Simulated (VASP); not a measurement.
Input of a VASP 6.6.1 run:

The input INCAR:

```
SYSTEM = Cs3Hf
  PREC = Accurate
  ENCUT = 520
  EDIFF = 1E-6
  ISMEAR = 0
  SIGMA = 0.1
  LREAL = .FALSE.
  LASPH = .TRUE.
  NELM = 60
  ALGO = Fast
  ISIF = 2
  LWAVE = .FALSE.
  LCHARG = .FALSE.
  GGA = PE
  NBANDS = 26
```

The input KPOINTS:

```
Automatic mesh
0
G
  8 8 8
  0 0 0
```

Contents of POSCAR:

```
Cs3Hf
1.0
    6.3457120131      0.0000000000      0.0000000000
    0.0000000000      6.3457120131      0.0000000000
    0.0000000000      0.0000000000      6.3457120131
Cs Hf
3 1
Direct
    0.0000000000      0.5000000000      0.5000000000
    0.5000000000      0.0000000000      0.5000000000
    0.5000000000      0.5000000000      0.0000000000
    0.0000000000      0.0000000000      0.0000000000
```

Potentials or basis: VASP PAW PBE potentials, release 64 (Cs_sv, Hf_pv).

Run with:

```sh
$ cat potpaw_PBE.64/Cs_sv/POTCAR potpaw_PBE.64/Hf_pv/POTCAR > POTCAR
$ mpirun -np 1 vasp_std > vasp.out
```

(1) What does it give for the band gap on the k mesh?

(2) What does it give for the pressure?

Results:

(1) zero (an odd number of electrons rules out a gap without spin polarisation).

(2) 0.0 GPa.

Caveat: spin-orbit coupling is left out, which moves the levels of the heavy elements.
